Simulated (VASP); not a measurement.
# InSe (R3m) in VASP: notebook

InSe is run at these levels: PBEsol+D3(BJ); tasks: single point.

Everything below comes from runs of VASP 6.6.1. Logs are shortened: lines on timing, memory, paths and dates and some standing lists are left out, and cuts for length are marked.

## 1. The cell of the first run

It takes space group R3m (No. 160, trigonal). Conventional cell: a = 4.120 Å, b = 4.120 Å, c = 24.202 Å, α = 90.00°, β = 90.00°, γ = 120.00°. Within 3.5 Å of In (site symmetry 3m) lie 3 Se at 2.68 Å and 1 In at 2.72 Å. In (site symmetry 3m) has 3 Se at 2.68 Å and 1 In at 2.72 Å within 3.5 Å. Se (site symmetry 3m) has 3 In at 2.68 Å within 3.5 Å. Se (site symmetry 3m) has 3 In at 2.68 Å within 3.5 Å.

## 2. Single point, PBEsol+D3(BJ) (strain +0.030 along x and y, -0.030 along z)

The input, INCAR:

```
SYSTEM = InSe
PREC     = Accurate       ! precision mode
ENCUT    = 520            ! plane-wave cutoff, eV
EDIFF    = 1E-6           ! SCF threshold, eV
ISMEAR   = 0              ! smearing method
SIGMA    = 0.03           ! smearing width, eV
LREAL    = .FALSE.        ! projectors in reciprocal space
LASPH    = .TRUE.         ! aspherical terms in the spheres
NELM     = 100            ! most SCF steps
ALGO     = Normal         ! electronic algorithm
ISIF     = 2              ! what is computed and relaxed
LWAVE    = .FALSE.        ! write WAVECAR
LCHARG   = .TRUE.         ! write CHGCAR
GGA      = PS             ! functional
IVDW     = 12             ! dispersion correction
LELF     = .TRUE.         ! ELF
LVHAR    = .TRUE.       
NBANDS   = 27             ! bands
```

The input, KPOINTS:

```
regular mesh
0
G
  12 12 12
  0 0 0
```

The input, POSCAR:

```
InSe
1.0
    2.0599996398      1.1893413466      8.0671699000
   -2.0599996398      1.1893413466      8.0671699000
    0.0000000000     -2.3786826932      8.0671699000
In Se
2 2
Direct
    0.0000000000      0.0000000000      0.0000000000
    0.1122000000      0.1122000000      0.1122000000
    0.6155000000      0.6155000000      0.6155000000
    0.8300000000      0.8300000000      0.8300000000
```

Potentials or basis: VASP PAW PBE potentials, release 64 (In_d, Se).

Started as:

```console
> cat potpaw_PBE.64/In_d/POTCAR potpaw_PBE.64/Se/POTCAR > POTCAR
> mpirun -np 1 vasp_std > vasp.out
```

OUTCAR:

```text
SYSTEM = InSe
   PREC = Accurate
   ENCUT = 520
   EDIFF = 1E-6
   ISMEAR = 0
   LREAL = .FALSE.
   LASPH = .TRUE.
   NELM = 100
   ISIF = 2
   GGA = PS
   IVDW = 12
 IVDW          = 12

 ion  position               nearest neighbor table
   1  0.000  0.000  0.000-   3 2.68   3 2.68   3 2.68   2 2.72
   2  0.112  0.112  0.112-   4 2.68   4 2.68   4 2.68   1 2.72
   3  0.615  0.615  0.615-   1 2.68   1 2.68   1 2.68
   4  0.830  0.830  0.830-   2 2.68   2 2.68   2 2.68

  LATTYP: Found a trigonal (rhomboedric) cell.
 ALAT       =     8.4105506092
 COS(alpha) =     0.8800181849

  Lattice vectors:

 A1 = (   2.0599996398,   1.1893413466,   8.0671699000)
 A2 = (  -2.0599996398,   1.1893413466,   8.0671699000)
 A3 = (   0.0000000000,  -2.3786826932,   8.0671699000)

Analysis of symmetry for initial positions (statically):
=====================================================================
 Subroutine PRICEL returns:
 Original cell was already a primitive cell.

 Routine SETGRP: Setting up the symmetry group for a
 trigonal (rhombohedral) supercell.

 Subroutine GETGRP returns: Found  6 space group operations
 (whereof  6 operations were pure point group operations)
 out of a pool of 12 trial point group operations.

The static configuration has the point symmetry C_3v.

Analysis of symmetry for dynamics (positions and initial velocities):
=====================================================================
 Subroutine PRICEL returns:
 Original cell was already a primitive cell.

 Routine SETGRP: Setting up the symmetry group for a
 trigonal (rhombohedral) supercell.

 Subroutine GETGRP returns: Found  6 space group operations
 (whereof  6 operations were pure point group operations)
 out of a pool of 12 trial point group operations.

The dynamic configuration has the point symmetry C_3v.

 Subroutine INISYM returns: Found  6 space group operations
 (whereof  6 operations are pure point group operations),
 and found     1 'primitive' translations

----------------------------------------------------------------------------------------

                                     Primitive cell

  volume of cell :     118.5895

  direct lattice vectors                    reciprocal lattice vectors
     2.059999640  1.189341347  8.067169900     0.242718489  0.140133585  0.041319736
    -2.059999640  1.189341347  8.067169900    -0.242718489  0.140133585  0.041319736
     0.000000000 -2.378682693  8.067169900     0.000000000 -0.280267170  0.041319736

  length of vectors
     8.410550609  8.410550609  8.410550609     0.283296677  0.283296677  0.283296677

  position of ions in fractional coordinates (direct lattice)
     0.000000000  0.000000000  0.000000000
     0.112200000  0.112200000  0.112200000
     0.615500000  0.615500000  0.615500000
     0.830000000  0.830000000  0.830000000

  ion indices of the primitive-cell ions
   primitive index   ion index
                 1           1
                 2           2
                 3           3
                 4           4

----------------------------------------------------------------------------------------

 KPOINTS: regular mesh

Automatic generation of k-mesh.
 Grid dimensions read from file:
 generate k-points for:   12   12   12

 Generating k-lattice:

  Cartesian coordinates                     Fractional coordinates (reciprocal lattice)
     0.020226541  0.011677799  0.003443311     0.083333333  0.000000000  0.000000000
    -0.020226541  0.011677799  0.003443311     0.000000000  0.083333333  0.000000000
     0.000000000 -0.023355597  0.003443311     0.000000000  0.000000000  0.083333333

  Length of vectors
     0.023608056  0.023608056  0.023608056

  Shift w.r.t. Gamma in fractional coordinates (k-lattice)
     0.000000000  0.000000000  0.000000000

 Subroutine IBZKPT returns following result:
 ===========================================

 Found    189 irreducible k-points:

 Following reciprocal coordinates:
            Coordinates               Weight
  0.000000  0.000000  0.000000      1.000000
  0.083333 -0.000000  0.000000      6.000000
  0.166667 -0.000000  0.000000      6.000000
  0.250000 -0.000000 -0.000000      6.000000
  0.333333 -0.000000 -0.000000      6.000000
  0.416667  0.000000  0.000000      6.000000
[... 16 lines left out ...]
  0.500000  0.166667 -0.000000     12.000000
 -0.416667  0.166667  0.000000     12.000000
 [... further k-points ...]
   k-points           NKPTS =    189   k-points in BZ     NKDIM =    189   number of bands    NBANDS=     27
   number of dos      NEDOS =    301   number of ions     NIONS =      4
   total plane-waves  NPLWV = 262144
   dimension x,y,z NGX =    64 NGY =   64 NGZ =   64
   dimension x,y,z NGXF=   128 NGYF=  128 NGZF=  128
   ions per type =               2   2
   NGX,Y,Z   is equivalent  to a cutoff of  12.65, 12.65, 12.65 a.u.
   NGXF,Y,Z  is equivalent  to a cutoff of  25.30, 25.30, 25.30 a.u.
 SYSTEM =  InSe
   PREC   = accura    normal or accurate (medium, high low for compatibility)
   ISTART =      0    job   : 0-new  1-cont  2-samecut
   ICHARG =      2    charge: 1-file 2-atom 10-const
   ISPIN  =      1    spin polarized calculation?
   LNONCOLLINEAR =      F non collinear calculations
   LSORBIT =      F    spin-orbit coupling
   LASPH  =      T    aspherical Exc in radial PAW
   ENCUT  =  520.0 eV  38.22 Ry    6.18 a.u.  15.64 15.64 15.64*2*pi/ulx,y,z
   NELM   =    100;   NELMIN=  2; NELMDL= -5     # of ELM steps
   EDIFF  = 0.1E-05   stopping-criterion for ELM
   LREAL  =      F    real-space projection
[... 7 lines left out ...]
   TEBEG  =    0.0;   TEEND  =   0.0 temperature during run
   PSTRESS=    0.0 pullay stress
   NELECT =      38.0000    total number of electrons
   NUPDOWN=      -1.0000    fix difference up-down
   EMIN   =  10.00;   EMAX   =-10.00  energy-range for DOS
   EFERMI =   0.00;   METHOD = LEGACY
   ISMEAR =     0;   SIGMA  =   0.03  broadening in eV -4-tet -1-fermi 0-gaus
   EFERMI_NEDOS =   21; number of points for ismear=-14 and -15
   IALGO  =     38    algorithm
   IMIX   =      4    mixing-type and parameters
     AMIX     =   0.40;   BMIX     =  1.00
     AMIX_MAG =   1.60;   BMIX_MAG =  1.00
  volume/ion in A,a.u.               =      29.65       200.07
  Fermi-wavevector in a.u.,A,eV,Ry     =   1.120265  2.116993 17.075217  1.254993
  Thomas-Fermi vector in A             =   2.256910
   LORBIT       =      0    0 simple, 1 ext, 2 COOP (PROOUT), +10 PAW based schemes
   GGA     = PS    functional components
   LHFCALC =     F    Hartree Fock is set to
   AEXX    =    0.0000 exact exchange contribution
   IVDW    =    12    specifies the selected vdW correction
   LEPSILON=     F    determine dielectric tensor
   LRPA    =     F    only Hartree local field effects (RPA)
 non-spin polarized calculation
 Gauss-broadening in eV      SIGMA  =   0.03
  energy-cutoff  :      520.00
  volume of cell :      118.59
 maximum number of plane-waves:      3225
   NGX = 31   NGY = 31   NGZ = 31

 number of electron      38.0000005 magnetization

 Free energy of the ion-electron system (eV)
  ---------------------------------------------------
  ext. energy  EPLUGINS =         0.00000000
  ---------------------------------------------------
  free energy    TOTEN  =       -15.54405838 eV

  energy without entropy =      -15.54405714  energy(sigma->0) =      -15.54405776

 E-fermi :   4.0309     XC(G=0):  -9.0546

 val. band max:        3.9675789872   @ k =   0.5000   0.5000   0.4167
 cond. band min:       4.0815983547   @ k =   0.5000   0.5000   0.5000
 fundamental gap:      0.1140193675
 Fermi energy:         4.0309344622

 k-point     1 :       0.0000    0.0000    0.0000
  band No.  band energies     occupation
      1     -10.9671      2.00000
      2     -10.7222      2.00000
      3     -10.7222      2.00000
      4     -10.6122      2.00000
      5     -10.6122      2.00000
      6     -10.5975      2.00000
[... 19 lines left out ...]
     26       9.2425      0.00000
     27      10.8768      0.00000

 k-point     2 :       0.0833   -0.0000    0.0000
  band No.  band energies     occupation
      1     -10.9656      2.00000
      2     -10.7446      2.00000
      3     -10.7222      2.00000
      4     -10.6205      2.00000
      5     -10.6159      2.00000
      6     -10.6083      2.00000
[... 19 lines left out ...]
     26       9.3065      0.00000
     27      11.1165      0.00000

 k-point     3 :       0.1667   -0.0000    0.0000
  band No.  band energies     occupation
      1     -10.9623      2.00000
      2     -10.7986      2.00000
      3     -10.7224      2.00000
      4     -10.6769      2.00000
      5     -10.6233      2.00000
      6     -10.5973      2.00000
[... 19 lines left out ...]
     26       9.5959      0.00000
     27      10.5250      0.00000

 k-point     4 :       0.2500   -0.0000   -0.0000
  band No.  band energies     occupation
      1     -10.9610      2.00000
      2     -10.8568      2.00000
      3     -10.7422      2.00000
      4     -10.7234      2.00000
      5     -10.6311      2.00000
      6     -10.5815      2.00000
[... 19 lines left out ...]
     26      10.0276      0.00000
     27      10.3584      0.00000
[... 516 lines left out ...]
      4     -10.7322      2.00000
      5     -10.6318      2.00000
      6     -10.5691      2.00000
[... 19 lines left out ...]
     26      10.2982      0.00000
     27      10.7937      0.00000

 k-point    23 :       0.5000    0.1667   -0.0000
  band No.  band energies     occupation
      1     -10.9819      2.00000
      2     -10.9119      2.00000
      3     -10.8445      2.00000
      4     -10.7356      2.00000
      5     -10.6334      2.00000
      6     -10.5617      2.00000
[... 19 lines left out ...]
     26      10.7924      0.00000
     27      11.0153      0.00000

 k-point    24 :      -0.4167    0.1667    0.0000
  band No.  band energies     occupation
      1     -10.9885      2.00000
      2     -10.9140      2.00000
      3     -10.8539      2.00000
      4     -10.7369      2.00000
      5     -10.6339      2.00000
      6     -10.5590      2.00000
[... 19 lines left out ...]
     26      11.0031      0.00000
     27      11.4431      0.00000

 [... further k-points ...]

------------------------ aborting loop because EDIFF is reached ----------------------------------------

 Edisp (eV)   -1.14226

 E8    (eV) :    -0.7793

  FORCE on cell =-STRESS in cart. coord.  units (eV):
  Direction    XX          YY          ZZ          XY          YZ          ZX
  --------------------------------------------------------------------------------------
  -------------------------------------------------------------------------------------
  Total      -2.80243    -2.80243    -0.35091     0.00000     0.00000     0.00000
  in kB     -37.86161   -37.86161    -4.74094     0.00000     0.00000     0.00000
  external pressure =      -26.82 kB  Pullay stress =        0.00 kB

 VOLUME and BASIS-vectors are now :
 -----------------------------------------------------------------------------
  energy-cutoff  :      520.00
  volume of cell :      118.59
      direct lattice vectors                 reciprocal lattice vectors
     2.059999640  1.189341347  8.067169900     0.242718489  0.140133585  0.041319736
    -2.059999640  1.189341347  8.067169900    -0.242718489  0.140133585  0.041319736
     0.000000000 -2.378682693  8.067169900     0.000000000 -0.280267170  0.041319736

 POSITION                                       TOTAL-FORCE (eV/Angst)
 -----------------------------------------------------------------------------------
      0.00000      0.00000      0.00000         0.000000      0.000000     -0.505792
      0.00000      0.00000      2.71541         0.000000      0.000000      0.492585
      0.00000      0.00000     14.89603         0.000000      0.000000      0.144802
      0.00000      0.00000     20.08725         0.000000      0.000000     -0.131595
 -----------------------------------------------------------------------------------
    total drift:                               -0.000000     -0.000000     -0.000030

  FREE ENERGIE OF THE ION-ELECTRON SYSTEM (eV)
  ---------------------------------------------------
  free  energy   TOTEN  =       -16.6863229496 eV

  energy  without entropy=      -16.6863217046  energy(sigma->0) =      -16.68632233
```

It took 12 min on 1 thread of Intel Xeon 6975P-C (Granite Rapids), shared host; peak memory 0.88 GiB.

What came out:

* Free energy: -16.6863 eV
* Pressure: -2.7 GPa
* Largest force: 0.506 eV/Å
* Band gap on the k mesh: 0.11 eV (least direct gap 0.20 eV)
* Dispersion energy per atom: -0.286 eV

Forces in eV/Å, atoms in the order of the input:
```
In   0.000  0.000 -0.506
In   0.000  0.000  0.493
Se   0.000  0.000  0.145
Se   0.000  0.000 -0.132
```

Levels at points of the mesh, in eV from the valence-band top:
| k point | band 17 | band 18 | band 19 | band 20 | band 21 | band 22 |
| --- | --- | --- | --- | --- | --- | --- |
| (0.00, 0.00, 0.00) | -1.59 | -1.43 | -1.43 | 1.40 | 1.72 | 3.83 |
| (0.50, 0.00, 0.00) | -2.45 | -2.36 | -1.65 | 0.94 | 1.79 | 3.77 |
| (0.50, 0.50, 0.00) | -2.64 | -2.13 | -1.51 | 0.95 | 1.78 | 3.30 |
| (0.50, 0.50, 0.50) | -1.33 | -1.33 | -0.09 | 0.11 | 1.68 | 3.72 |

Caveat: the cell differs from its parent crystal (strain +0.030 along x and y, -0.030 along z); the PAW data sets were made with another functional, which shifts forces and pressure a little; spin-orbit coupling is left out, which moves the levels of the heavy elements. A k mesh can miss the band edges.

(Continued in part 2 of 2.)
